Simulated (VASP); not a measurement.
A run of VASP 6.6.1:

The input INCAR:

```
PREC = Accurate
ENCUT = 520
EDIFF = 1E-6
ISMEAR = 0
SIGMA = 0.1
LREAL = F
LASPH = T
NELM = 60
ALGO = Normal
ISIF = 2
LWAVE = F
LCHARG = F
GGA = PS
NBANDS = 26
```

The input KPOINTS:

```
Automatic mesh
0
Gamma
  12 12 12
```

POSCAR

```
TlCrSe2
1.0
    1.7452845132      1.0076404835      8.9705874508
   -1.7452845132      1.0076404835      8.9705874508
    0.0000000000     -2.0152809671      8.9705874508
Cr Tl Se
1 1 2
Direct
    0.0000000000      0.0000000000      0.0000000000
    0.5000000000      0.5000000000      0.5000000000
    0.3846323300      0.3846323300      0.3846323300
    0.6153676700      0.6153676700      0.6153676700
```

Potentials or basis: VASP PAW PBE potentials, release 64 (Cr_pv, Tl_d, Se).

Launch:

```sh
$ cat potpaw_PBE.64/Cr_pv/POTCAR potpaw_PBE.64/Tl_d/POTCAR potpaw_PBE.64/Se/POTCAR > POTCAR
$ mpirun -np 1 vasp_std > vasp.out
```

Hardware: 1 thread of Intel(R) Xeon(R) 6975P-C (Granite Rapids) (shared host).

How long does it take, and how much memory?

It took 23 min on 1 thread of Intel(R) Xeon(R) 6975P-C (Granite Rapids), on a shared host, peak memory 1 GiB. Counts: scf iterations 16, k points 189.
